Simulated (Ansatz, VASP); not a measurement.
# K3I2Br in VASP and in Ansatz

```
K I Br
1.0
     4.94660    0.00000    0.00000
    -2.47330    4.28388    0.00000
     0.00000    0.00000   11.10530
K I Br
3 2 1
Direct
  0.00000 0.00000 0.50000
  0.33333 0.66667 0.15010
  0.66667 0.33333 0.84990
  0.33333 0.66667 0.67502
  0.66667 0.33333 0.32498
  0.00000 0.00000 0.00000
```

Alike in both runs: functional LDA; k mesh 6 × 6 × 2; occupations gaussian, width 0.05 eV; no spin polarisation.

Ansatz relaxed the structure, and its values are those at the end. VASP's run is a single point on that final structure, the one shown.

|  | VASP | Ansatz |
| --- | --- | --- |
| version | VASP 6.6.1 | Ansatz 0.2.0 |
| potentials or method | VASP PAW LDA potentials, release 64 (K_sv, I, Br), cutoff 520 eV | scalar-relativistic, plane waves, PAW |
| valence electrons in the cell | 48 | 68 |

Ansatz gave:

```
gap on the k mesh at the Fermi level (eV) : 3.66
least direct gap on the mesh (eV)         : 3.66
pressure (GPa)                            : -0.9
rms of the force components (eV/Å)        : 0.003
```

Q: What did VASP give for the same quantities?

A: gap on the k mesh at the Fermi level (eV): 3.67; least direct gap on the mesh (eV): 3.67; pressure (GPa): -0.9; rms of the force components (eV/Å): 0.003.

LDA's correlation is that of Perdew and Zunger in VASP and of Perdew and Wang (1992) in Ansatz. VASP's potentials hold 48 valence electrons a cell and Ansatz's 68, so a difference there can come from the potentials and not from the codes. Ansatz's warnings: stress scf threshold loose.

Neither program's run includes spin-orbit coupling.
